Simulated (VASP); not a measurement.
# Ta (P6_3/mmc) in VASP: a series of runs

Runs on Ta. Level: LDA. Tasks: single point.

Program: VASP 6.6.1. These are calculated values, not measurements. Logs are shortened: lines on timing, memory, paths and dates and some standing lists are left out, and cuts for length are marked.

## 1. The cell of the first run

It takes space group P6_3/mmc (No. 194, hexagonal). The conventional cell has a = 2.900 Å, b = 2.900 Å, c = 5.166 Å, α = 90.00°, β = 90.00°, γ = 120.00°. Within 3.8 Å of Ta (site symmetry -6m2) lie 12 Ta at 2.90 to 3.08 Å.

## 2. Single point, LDA, collinear spin, ferromagnetic start

Input file INCAR:

```
PREC = Accurate ; ENCUT = 520
EDIFF = 1E-6 ; ISMEAR = -1
SIGMA = 0.05 ; LREAL = F
LASPH = T ; NELM = 150
ALGO = Normal ; ISIF = 2
LWAVE = F ; LCHARG = T
ISPIN = 2 ; MAGMOM = 1.2 1.2
LORBIT = 11 ; NUPDOWN = 2.4
LMAXMIX = 4 ; GGA = CA
LELF = T ; LVHAR = T
NBANDS = 22
```

Input file KPOINTS:

```
Automatic mesh
0
Gamma
  11 11 6
```

Input file POSCAR:

```
Ta
1.0
    2.9003720726      0.0000000000      0.0000000000
   -1.4501860363      2.5117958953      0.0000000000
    0.0000000000      0.0000000000      5.1662740000
Ta
2
Direct
    0.6666666667      0.3333333333      0.7500000000
    0.3333333333      0.6666666667      0.2500000000
```

Potentials or basis: VASP PAW LDA potentials, release 64 (Ta_pv).

Launch:

```console
$ cat potpaw_LDA.64/Ta_pv/POTCAR > POTCAR
$ mpirun -np 1 vasp_std > vasp.out
```

OUTCAR:

```text
PREC = Accurate
   ENCUT = 520
   EDIFF = 1E-6
   ISMEAR = -1
   LREAL = F
   LASPH = T
   NELM = 150
   ISIF = 2
   ISPIN = 2
   LORBIT = 11
   NUPDOWN = 2.4
   GGA = CA

 ion  position               nearest neighbor table
   1  0.667  0.333  0.750-   2 3.08   2 3.08   2 3.08   2 3.08   2 3.08   2 3.08
   2  0.333  0.667  0.250-   1 3.08   1 3.08   1 3.08   1 3.08   1 3.08   1 3.08

  LATTYP: Found a hexagonal cell.
 ALAT       =     2.9003720726
 C/A-ratio  =     1.7812452577

  Lattice vectors:

 A1 = (   2.9003720726,   0.0000000000,   0.0000000000)
 A2 = (  -1.4501860363,   2.5117958953,   0.0000000000)
 A3 = (   0.0000000000,   0.0000000000,   5.1662740000)

Analysis of symmetry for initial positions (statically):
=====================================================================
 Subroutine PRICEL returns:
 Original cell was already a primitive cell.

 Routine SETGRP: Setting up the symmetry group for a
 hexagonal supercell.

 Subroutine GETGRP returns: Found 24 space group operations
 (whereof 12 operations were pure point group operations)
 out of a pool of 24 trial point group operations.

The static configuration has the point symmetry D_3d.
 The point group associated with its full space group is D_6h.

Analysis of symmetry for dynamics (positions and initial velocities):
=====================================================================
 Subroutine PRICEL returns:
 Original cell was already a primitive cell.

 Routine SETGRP: Setting up the symmetry group for a
 hexagonal supercell.

 Subroutine GETGRP returns: Found 24 space group operations
 (whereof 12 operations were pure point group operations)
 out of a pool of 24 trial point group operations.

The dynamic configuration has the point symmetry D_3d.
 The point group associated with its full space group is D_6h.

Analysis of structural, dynamic, and magnetic symmetry:
=====================================================================
 Subroutine PRICEL returns:
 Original cell was already a primitive cell.

 Routine SETGRP: Setting up the symmetry group for a
 hexagonal supercell.

 Subroutine GETGRP returns: Found 24 space group operations
 (whereof 12 operations were pure point group operations)
 out of a pool of 24 trial point group operations.

The overall configuration has the point symmetry D_3d.
 The point group associated with its full space group is D_6h.

[... 115 lines left out ...]
   IALGO  =     38    algorithm
   IMIX   =      4    mixing-type and parameters
     AMIX     =   0.40;   BMIX     =  1.00
     AMIX_MAG =   1.60;   BMIX_MAG =  1.00
  volume/ion in A,a.u.               =      18.82       126.99
  Fermi-wavevector in a.u.,A,eV,Ry     =   1.368812  2.586680 25.492516  1.873647
  Thomas-Fermi vector in A             =   2.494743
   LORBIT       =     11    0 simple, 1 ext, 2 COOP (PROOUT), +10 PAW based schemes
   GGA     = CA    functional components
   LHFCALC =     F    Hartree Fock is set to
   AEXX    =    0.0000 exact exchange contribution
   IVDW    =     0    specifies the selected vdW correction
   LEPSILON=     F    determine dielectric tensor
   LRPA    =     F    only Hartree local field effects (RPA)
 spin polarized calculation
  energy-cutoff  :      520.00
  volume of cell :       37.64
 maximum number of plane-waves:      1045
 NGX is ok and might be reduce to    24
   NGX = 11   NGY = 11   NGZ = 19

 number of electron      22.0000003 magnetization       2.4000000

 Free energy of the ion-electron system (eV)
  ---------------------------------------------------
  ext. energy  EPLUGINS =         0.00000000
  ---------------------------------------------------
  free energy    TOTEN  =       -24.26681935 eV

  energy without entropy =      -24.25181029  energy(sigma->0) =      -24.25931482

 E-fermi :   4.8601     XC(G=0): -12.5441

 val. band max:        6.1340085918   @ k =   0.3636   0.2727   0.0000
 cond. band min:       4.8722563190   @ k =   0.3636   0.0000   0.0000
 fundamental gap:     -1.2617522727
 Fermi energy:         6.1480991201

 spin component 1

 k-point     1 :       0.0000    0.0000    0.0000
  band No.  band energies     occupation
      1     -29.1416      1.00000
      2     -28.3052      1.00000
      3     -28.1514      1.00000
      4     -28.1514      1.00000
      5     -28.0668      1.00000
      6     -28.0668      1.00000
[... 589 lines left out ...]
     21      18.4727      0.00000
     22      19.9191      0.00000

 [... further k-points ...]

 spin component 2

 k-point     1 :       0.0000    0.0000    0.0000
  band No.  band energies     occupation
      1     -28.7289      1.00000
      2     -27.9126      1.00000
      3     -27.7426      1.00000
      4     -27.7426      1.00000
      5     -27.6598      1.00000
      6     -27.6598      1.00000
[... 589 lines left out ...]
     21      18.8736      0.00000
     22      20.5530      0.00000

 [... further k-points ...]

------------------------ aborting loop because EDIFF is reached ----------------------------------------

  FORCE on cell =-STRESS in cart. coord.  units (eV):
  Direction    XX          YY          ZZ          XY          YZ          ZX
  --------------------------------------------------------------------------------------
  -------------------------------------------------------------------------------------
  Total       -0.8070107     -0.8070107     -2.2300984      0.0000000     -0.0000000     -0.0000000
  in kB      -34.3537663    -34.3537663    -94.9334177      0.0000000     -0.0000000     -0.0000000
  external PRESSURE =     -54.5469834 kB  Pullay stress =       0.0000000 kB

 VOLUME and BASIS-vectors are now :
 -----------------------------------------------------------------------------
  energy-cutoff  :      520.00
  volume of cell :       37.64
      direct lattice vectors                 reciprocal lattice vectors
     2.900372073  0.000000000  0.000000000     0.344783350  0.199060760  0.000000000
    -1.450186036  2.511795895  0.000000000     0.000000000  0.398121520  0.000000000
     0.000000000  0.000000000  5.166274000     0.000000000  0.000000000  0.193563098

 POSITION                                       TOTAL-FORCE (eV/Angst)
 -----------------------------------------------------------------------------------
      1.45019      0.83727      3.87471         0.000000      0.000000      0.000000
     -0.00000      1.67453      1.29157        -0.000000     -0.000000      0.000000
 -----------------------------------------------------------------------------------
    total drift:                               -0.000000      0.000000     -0.000000

  FREE ENERGIE OF THE ION-ELECTRON SYSTEM (eV)
  ---------------------------------------------------
  free  energy   TOTEN  =       -24.2668193506 eV

  energy  without entropy=      -24.2518102946  energy(sigma->0) =      -24.25931482

 total charge

# of ion       s       p       d       tot
------------------------------------------
    1        0.376   6.160   2.356   8.892
    2        0.376   6.160   2.356   8.892
--------------------------------------------------
tot          0.751  12.321   4.712  17.784

 magnetization (x)

# of ion       s       p       d       tot
------------------------------------------
    1        0.017   0.087   0.692   0.795
    2        0.017   0.087   0.692   0.795
--------------------------------------------------
tot          0.033   0.173   1.384   1.591
```

OSZICAR:

```text
N       E                     dE             d eps       ncg     rms          rms(c)
DAV:   1     0.185828082840E+03    0.18583E+03   -0.11715E+04  5648   0.100E+03
DAV:   2    -0.196516090670E+02   -0.20548E+03   -0.19932E+03  6412   0.319E+02
DAV:   3    -0.251033725259E+02   -0.54518E+01   -0.54060E+01  6922   0.496E+01
DAV:   4    -0.251340872900E+02   -0.30715E-01   -0.30698E-01  6432   0.395E+00
DAV:   5    -0.251343197006E+02   -0.23241E-03   -0.23223E-03  6854   0.329E-01    0.174E+01
DAV:   6    -0.244837858515E+02    0.65053E+00   -0.65546E-01  6858   0.591E+00    0.826E+00
DAV:   7    -0.242677465495E+02    0.21604E+00   -0.51199E-01  6722   0.467E+00    0.217E+00
DAV:   8    -0.242700164423E+02   -0.22699E-02   -0.32732E-02  6658   0.974E-01    0.414E-01
DAV:   9    -0.242677645263E+02    0.22519E-02   -0.12118E-03  6546   0.257E-01    0.216E-01
DAV:  10    -0.242669642558E+02    0.80027E-03   -0.77513E-04  6480   0.233E-01    0.995E-02
DAV:  11    -0.242668226444E+02    0.14161E-03   -0.42738E-05  6784   0.548E-02    0.246E-02
DAV:  12    -0.242668190334E+02    0.36110E-05   -0.10719E-05  6776   0.248E-02    0.148E-02
DAV:  13    -0.242668193506E+02   -0.31720E-06   -0.65864E-07  3910   0.524E-03
   1 F= -.24266819E+02 E0= -.24259315E+02  d E =-.150091E-01  mag=     2.4000
```

stdout:

```text
POSCAR found type information on POSCAR Ta
 POSCAR found :  1 types and       2 ions
 scaLAPACK will be used
 LDA part: xc-table for (Slater(with rela. corr.)+CA(PZ))
 , standard interpolation
 POSCAR, INCAR and KPOINTS ok, starting setup
 FFT: planning ... GRIDC
 FFT: planning ... GRID_SOFT
 FFT: planning ... GRID
 WAVECAR not read
 entering main loop
```

Run time: 99 s. Hardware: 1 thread of Intel Xeon 6975P-C, shared host; peak memory 0.2 GiB.

Results:

| Quantity | Value |
| --- | --- |
| Free energy | -24.2668 eV |
| Pressure | -5.5 GPa |
| Net moment | 2.40 μB per cell |
| Site moments | Ta +0.80 μB |
| Valence electrons inside the program's atomic spheres | Ta 8.89 |

Caveat: spin-orbit coupling is left out, which moves the levels of the heavy elements; the total moment is fixed, so each spin has its own Fermi level.

## 3. Single point, LDA, collinear spin, ferromagnetic start

Input file INCAR:

```
SYSTEM = Ta
  ALGO = Normal
  EDIFF = 1E-6
  ENCUT = 520
  GGA = CA
  ISIF = 2
  ISMEAR = -1
  ISPIN = 2
  LASPH = .TRUE.
  LCHARG = .FALSE.
  LMAXMIX = 4
  LORBIT = 11
  LREAL = .FALSE.
  LWAVE = .FALSE.
  MAGMOM = 1.2 1.2
  NBANDS = 22
  NELM = 150
  NUPDOWN = 2.4
  PREC = Accurate
  SIGMA = 0.05
```

Input file KPOINTS:

```
k-points
0
G
  11 11 6
  0 0 0
```

POSCAR is that of step 2.

Potentials or basis: VASP PAW LDA potentials, release 64 (Ta_pv).

Launch:

```console
$ cat potpaw_LDA.64/Ta_pv/POTCAR > POTCAR
$ mpirun -np 1 vasp_std > vasp.out
```

OUTCAR:

```text
SYSTEM = Ta
   EDIFF = 1E-6
   ENCUT = 520
   GGA = CA
   ISIF = 2
   ISMEAR = -1
   ISPIN = 2
   LASPH = .TRUE.
   LORBIT = 11
   LREAL = .FALSE.
   NELM = 150
   NUPDOWN = 2.4
   PREC = Accurate

 ion  position               nearest neighbor table
   1  0.667  0.333  0.750-   2 3.08   2 3.08   2 3.08   2 3.08   2 3.08   2 3.08
   2  0.333  0.667  0.250-   1 3.08   1 3.08   1 3.08   1 3.08   1 3.08   1 3.08

  LATTYP: Found a hexagonal cell.
 ALAT       =     2.9003720726
 C/A-ratio  =     1.7812452577

  Lattice vectors:

 A1 = (   2.9003720726,   0.0000000000,   0.0000000000)
 A2 = (  -1.4501860363,   2.5117958953,   0.0000000000)
 A3 = (   0.0000000000,   0.0000000000,   5.1662740000)

Analysis of symmetry for initial positions (statically):
=====================================================================
 Subroutine PRICEL returns:
 Original cell was already a primitive cell.

 Routine SETGRP: Setting up the symmetry group for a
 hexagonal supercell.

 Subroutine GETGRP returns: Found 24 space group operations
 (whereof 12 operations were pure point group operations)
 out of a pool of 24 trial point group operations.

The static configuration has the point symmetry D_3d.
 The point group associated with its full space group is D_6h.

Analysis of symmetry for dynamics (positions and initial velocities):
=====================================================================
 Subroutine PRICEL returns:
 Original cell was already a primitive cell.

 Routine SETGRP: Setting up the symmetry group for a
 hexagonal supercell.

 Subroutine GETGRP returns: Found 24 space group operations
 (whereof 12 operations were pure point group operations)
 out of a pool of 24 trial point group operations.

The dynamic configuration has the point symmetry D_3d.
 The point group associated with its full space group is D_6h.

Analysis of structural, dynamic, and magnetic symmetry:
=====================================================================
 Subroutine PRICEL returns:
 Original cell was already a primitive cell.

 Routine SETGRP: Setting up the symmetry group for a
[... 151 lines left out ...]
  free energy    TOTEN  =       -24.26681935 eV

  energy without entropy =      -24.25181029  energy(sigma->0) =      -24.25931482

 E-fermi :   4.8601     XC(G=0): -12.5441

 val. band max:        6.1340085918   @ k =   0.3636   0.2727   0.0000
 cond. band min:       4.8722563190   @ k =   0.3636   0.0000   0.0000
 fundamental gap:     -1.2617522727
 Fermi energy:         6.1480991201

 spin component 1

 k-point     1 :       0.0000    0.0000    0.0000
  band No.  band energies     occupation
      1     -29.1416      1.00000
      2     -28.3052      1.00000
      3     -28.1514      1.00000
      4     -28.1514      1.00000
      5     -28.0668      1.00000
      6     -28.0668      1.00000
[... 589 lines left out ...]
     21      18.4727      0.00000
     22      19.9191      0.00000

 [... further k-points ...]

 spin component 2

 k-point     1 :       0.0000    0.0000    0.0000
  band No.  band energies     occupation
      1     -28.7289      1.00000
      2     -27.9126      1.00000
      3     -27.7426      1.00000
      4     -27.7426      1.00000
      5     -27.6598      1.00000
      6     -27.6598      1.00000
[... 589 lines left out ...]
     21      18.8736      0.00000
     22      20.5530      0.00000

 [... further k-points ...]

------------------------ aborting loop because EDIFF is reached ----------------------------------------

  FORCE on cell =-STRESS in cart. coord.  units (eV):
  Direction    XX          YY          ZZ          XY          YZ          ZX
  --------------------------------------------------------------------------------------
  -------------------------------------------------------------------------------------
  Total       -0.8070107     -0.8070107     -2.2300984      0.0000000     -0.0000000     -0.0000000
  in kB      -34.3537663    -34.3537663    -94.9334177      0.0000000     -0.0000000     -0.0000000
  external PRESSURE =     -54.5469834 kB  Pullay stress =       0.0000000 kB

 VOLUME and BASIS-vectors are now :
 -----------------------------------------------------------------------------
  energy-cutoff  :      520.00
  volume of cell :       37.64
      direct lattice vectors                 reciprocal lattice vectors
     2.900372073  0.000000000  0.000000000     0.344783350  0.199060760  0.000000000
    -1.450186036  2.511795895  0.000000000     0.000000000  0.398121520  0.000000000
     0.000000000  0.000000000  5.166274000     0.000000000  0.000000000  0.193563098

 POSITION                                       TOTAL-FORCE (eV/Angst)
 -----------------------------------------------------------------------------------
      1.45019      0.83727      3.87471         0.000000      0.000000      0.000000
     -0.00000      1.67453      1.29157        -0.000000     -0.000000      0.000000
 -----------------------------------------------------------------------------------
    total drift:                               -0.000000      0.000000     -0.000000

  FREE ENERGIE OF THE ION-ELECTRON SYSTEM (eV)
  ---------------------------------------------------
  free  energy   TOTEN  =       -24.2668193506 eV

  energy  without entropy=      -24.2518102946  energy(sigma->0) =      -24.25931482

 total charge

# of ion       s       p       d       tot
------------------------------------------
    1        0.376   6.160   2.356   8.892
    2        0.376   6.160   2.356   8.892
--------------------------------------------------
tot          0.751  12.321   4.712  17.784

 magnetization (x)

# of ion       s       p       d       tot
------------------------------------------
    1        0.017   0.087   0.692   0.795
    2        0.017   0.087   0.692   0.795
--------------------------------------------------
tot          0.033   0.173   1.384   1.591
```

stdout:

```text
POSCAR found type information on POSCAR Ta
 POSCAR found :  1 types and       2 ions
 scaLAPACK will be used
 LDA part: xc-table for (Slater(with rela. corr.)+CA(PZ))
 , standard interpolation
 POSCAR, INCAR and KPOINTS ok, starting setup
 FFT: planning ... GRIDC
 FFT: planning ... GRID_SOFT
 FFT: planning ... GRID
 WAVECAR not read
 entering main loop
```

Run time: 100 s. Hardware: 1 thread of Intel Xeon 6975P-C, shared host; peak memory 0.2 GiB.

Results:

```yaml
Free_energy: -24.2668 eV
Pressure: -5.5 GPa
Net_moment: 2.40 μB per cell
Site_moments: Ta +0.80 μB
Valence_electrons_inside_the_program's_atomic_spheres: Ta 8.89
```

Stress tensor (GPa, compression positive):
```
-3.44  0.00  0.00
 0.00 -3.44  0.00
 0.00  0.00 -9.49
```

Caveat: spin-orbit coupling is left out, which moves the levels of the heavy elements; the total moment is fixed, so each spin has its own Fermi level.

## 4. Single point, LDA, collinear spin, ferromagnetic start

Input file INCAR:

```
SYSTEM = Ta
PREC = Accurate
ENCUT = 520
EDIFF = 1E-6
ISMEAR = -1
SIGMA = 0.05
LREAL = .FALSE.
LASPH = .TRUE.
NELM = 150
ALGO = Normal
ISIF = 2
LWAVE = .FALSE.
LCHARG = .TRUE.
ISPIN = 2
MAGMOM = 0.6 0.6
LORBIT = 11
LMAXMIX = 4
LELF = .TRUE.
LVHAR = .TRUE.
NBANDS = 22
```

Input file KPOINTS:

```
regular mesh
0
G
  11 11 6
  0 0 0
```

POSCAR is that of step 3.

Launch:

```console
$ cat potpaw_LDA.64/Ta_pv/POTCAR > POTCAR
$ mpirun -np 1 vasp_std > vasp.out
```

Run time: 3.3 min. Hardware: 1 thread of AMD EPYC 7R13, shared host; peak memory 0.17 GiB.

The run converged. Its results:

| Item | Value |
| --- | --- |
| Free energy | -24.9868 eV |
| Pressure | -11.2 GPa |
| Band gap on the k mesh | zero (filled and empty bands overlap) |
| Net moment | 0.00 μB per cell |
| Valence electrons inside the program's atomic spheres | Ta 8.89 |

Stress tensor (GPa, compression positive):
```
-11.78   0.00   0.00
  0.00 -11.78   0.00
  0.00   0.00  -9.96
```

Levels at points of the mesh, in eV from the Fermi level:
Spin up:
```
           k point  band 8  band 9  band 10  band 11  band 12  band 13  band 14  band 15
(0.00, 0.00, 0.00)   -4.85   -0.58     0.04     0.57     0.57     1.13     1.13     2.90
(0.00, 0.00, 0.50)   -6.25   -1.15    -1.15     0.62     0.62     0.62     0.62     4.33
```
Spin down:
```csv
k point,band 9,band 10,band 11,band 12,band 13,band 14
"(0.00, 0.00, 0.00)",-0.58,0.04,0.57,0.57,1.13,1.13
"(0.00, 0.00, 0.50)",-1.15,-1.15,0.62,0.62,0.62,0.62
```

Caveat: spin-orbit coupling is left out, which moves the levels of the heavy elements.
